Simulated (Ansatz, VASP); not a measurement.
Ir in VASP and in Ansatz

```
CELL_PARAMETERS angstrom
2.65230 0.00000 0.00000
0.00000 2.65230 0.00000
0.00000 0.00000 2.65230
ATOMIC_POSITIONS crystal
Ir 0.00000 0.00000 0.00000
```

Alike in both runs: task single point; functional RPBE; k mesh 14 × 14 × 14; occupations fermi-dirac, width 0.1 eV; no spin polarisation.

|  | VASP | Ansatz |
| --- | --- | --- |
| version | VASP 6.6.1 | Ansatz 0.2.0 |
| potentials or method | VASP PAW PBE potentials, release 64 (Ir), cutoff 520 eV | plane waves (420 eV) with PAW, scalar-relativistic |
| valence electrons in the cell | 9 | 17 |

```csv
,VASP,Ansatz,Ansatz less VASP
pressure (GPa),-14.8,-14.9,-0.06
```

VASP's potentials were made for PBE, not for RPBE. With one functional, cell and mesh, what is left measures potentials, basis and numerics. VASP's potentials hold 9 valence electrons a cell and Ansatz's 17, so a difference there can come from the potentials and not from the codes.

Spin-orbit coupling is off throughout.
